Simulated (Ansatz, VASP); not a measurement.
**Te: VASP beside Ansatz**

INCAR

```
PREC = Accurate ; ENCUT = 600
EDIFF = 1E-6 ; ISMEAR = -1
SIGMA = 0.1 ; LREAL = False
LASPH = True ; NELM = 60
ALGO = Normal ; ISIF = 3
LWAVE = False ; LCHARG = False
GGA = PE ; IBRION = 2
NSW = 80 ; EDIFFG = -0.01
```

KPOINTS

```
regular mesh
0
Gamma
  4 4 4
```

The input POSCAR:

```
Te
1.0
    6.1330711348      0.0000000000      0.0000000000
    0.0000000000      6.1330711348      0.0000000000
    0.0000000000      0.0000000000      6.1330711348
Te
8
Direct
    0.0000000000      0.0000000000      0.0000000000
    0.5000000000      0.5000000000      0.5000000000
    0.2500000000      0.0000000000      0.5000000000
    0.7500000000      0.0000000000      0.5000000000
    0.5000000000      0.2500000000      0.0000000000
    0.5000000000      0.7500000000      0.0000000000
    0.0000000000      0.5000000000      0.2500000000
    0.0000000000      0.5000000000      0.7500000000
```

Input for Ansatz:

```yaml
crystal:
  lattice:
    - [6.1330711348, 0.0, 0.0]
    - [0.0, 6.1330711348, 0.0]
    - [0.0, 0.0, 6.1330711348]
  atoms:
    - { symbol: Te, position: [0.0, 0.0, 0.0] }
    - { symbol: Te, position: [0.5, 0.5, 0.5] }
    - { symbol: Te, position: [0.25, 0.0, 0.5] }
    - { symbol: Te, position: [0.75, 0.0, 0.5] }
    - { symbol: Te, position: [0.5, 0.25, 0.0] }
    - { symbol: Te, position: [0.5, 0.75, 0.0] }
    - { symbol: Te, position: [0.0, 0.5, 0.25] }
    - { symbol: Te, position: [0.0, 0.5, 0.75] }
hamiltonian:
  xc: pbe
  pseudopotentials:
    kind: paw
    azcp:
      Te: "pseudopotentials/Te.paw.azcp"
basis:
  ecutwfc: 420
  fft_grid_basis: typed
kpoints:
  mp_grid: { grid: [4, 4, 4], shift: [0, 0, 0] }
magnetization:
  spin_polarized: false
scf:
  occupations: { method: fermi_dirac, width: 0.1 }
relax:
  max_steps: 60
  f_tol: 0.01
  cell: {}
```

Alike in both runs: task relaxation of cell and atoms; functional PBE; k mesh 4 × 4 × 4; occupations fermi-dirac, width 0.1 eV; no spin polarisation.

|  | VASP | Ansatz |
| --- | --- | --- |
| version | VASP 6.6.1 | Ansatz 0.2.0 |
| potentials or method | VASP PAW PBE potentials, release 64 (Te), cutoff 600 eV | plane waves (420 eV) with PAW, scalar-relativistic |
| valence electrons in the cell | 48 | 128 |

VASP gave:

```
relaxed volume (Å³/atom)                                     : 29.19
relaxed cell length with the largest relative difference (Å) : 6.158
```

What did Ansatz give for the same quantities?

Relaxed volume (Å³/atom): 29.21; relaxed cell length with the largest relative difference (Å): 6.160.

VASP's potentials hold 48 valence electrons a cell and Ansatz's 128, so a difference there can come from the potentials and not from the codes.

Neither program's run includes spin-orbit coupling. Noted on VASP's run: too few bands were computed for a metal, which touches its energy and stress.
